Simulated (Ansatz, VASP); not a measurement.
# One calculation of Co, two programs

```xyz
2
Lattice="0.0000 2.5606 2.5606 2.5606 0.0000 2.5606 2.5606 2.5606 0.0000" Properties=species:S:1:pos:R:3 pbc="T T T"
Co    0.6401    0.6401    0.6401
Co    4.4810    4.4810    4.4810
```

Alike in both runs: functional revPBE; k mesh 11 × 11 × 11; occupations fermi-dirac, width 0.05 eV; collinear spin.

Ansatz relaxed the structure, and its values are those at the end. VASP's run is a single point on that final structure, the one shown.

```csv
,VASP,Ansatz
version,VASP 6.6.1,Ansatz 0.2.0
potentials or method,"VASP PAW PBE potentials, release 64 (Co), cutoff 520 eV","plane waves (420 eV) with PAW, scalar-relativistic"
valence electrons in the cell,18,34
```

Ansatz gave:

- pressure (GPa): 0.0
- net moment per atom (μB): 1.75
- size of the moment on the site where the two differ most (μB): 1.78

Task: What did VASP give for the same quantities?

Result: Pressure (GPa): -0.5; net moment per atom (μB): 1.74; size of the moment on the site where the two differ most (μB): 1.74.

VASP's potentials were made for PBE, not for revPBE. Site moments also hang on the region over which each program counts them. The functional is the same, so the differences come from potentials, cutoffs and numerics. VASP's potentials hold 18 valence electrons a cell and Ansatz's 34, so a difference there can come from the potentials and not from the codes.
